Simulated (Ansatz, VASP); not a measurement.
Pd: VASP beside Ansatz

INCAR

```
PREC = Accurate
ENCUT = 500
EDIFF = 1E-6
ISMEAR = 0
SIGMA = 0.1
LREAL = F
LASPH = T
NELM = 120
ALGO = Normal
ISIF = 2
LWAVE = F
LCHARG = F
GGA = PS
NBANDS = 17
GGA_COMPAT = F
```

Contents of KPOINTS:

```
regular mesh
0
Gamma
  18 18 10
```

Contents of POSCAR:

```
Pd
1.0
    2.7190546194      0.0000000000      0.0000000000
   -1.3595273097      2.3547703747      0.0000000000
    0.0000000000      0.0000000000      4.5657734185
Pd
2
Direct
    0.3333333333      0.6666666667      0.2500000000
    0.6666666667      0.3333333333      0.7500000000
```

Input for Ansatz:

```yaml
crystal:
  lattice:
    - [2.7190546194, 0.0, 0.0]
    - [-1.3595273097, 2.3547703747, 0.0]
    - [0.0, 0.0, 4.5657734185]
  atoms:
    - { symbol: Pd, position: [0.3333333333, 0.6666666667, 0.25] }
    - { symbol: Pd, position: [0.6666666667, 0.3333333333, 0.75] }
basis:
  ecutwfc: 600.0
kpoints:
  mp_grid: { grid: [18, 18, 10] }
hamiltonian:
  xc: pbesol
  pseudopotentials: { kind: paw, azcp: { folder: soft_1 } }
scf:
  occupations: { method: gaussian, width: 0.1 }
output:
  forces: true
  stress: true
  eigenvalues: true
```

Alike in both runs: task single point; functional PBEsol; k mesh 18 × 18 × 10; occupations gaussian, width 0.1 eV; no spin polarisation.

```csv
,VASP,Ansatz
version,VASP 6.6.1,Ansatz 0.2.0
potentials or method,"VASP PAW PBE potentials, release 64 (Pd), cutoff 500 eV","scalar-relativistic, plane waves, PAW"
valence electrons in the cell,20,36
```

|  | VASP | Ansatz | Ansatz less VASP |
| --- | --- | --- | --- |
| gap on the k mesh at the Fermi level (eV) | none | none | - |
| pressure (GPa) | -0.2 | -0.1 | +0.19 |

VASP's potentials were made for PBE, not for PBEsol, and Ansatz warns of the same on its side. A gap of «none» marks a metal or a gap that the smearing closes. The functional is the same, so the differences come from potentials, cutoffs and numerics. VASP's potentials hold 20 valence electrons a cell and Ansatz's 36, so a difference there can come from the potentials and not from the codes.
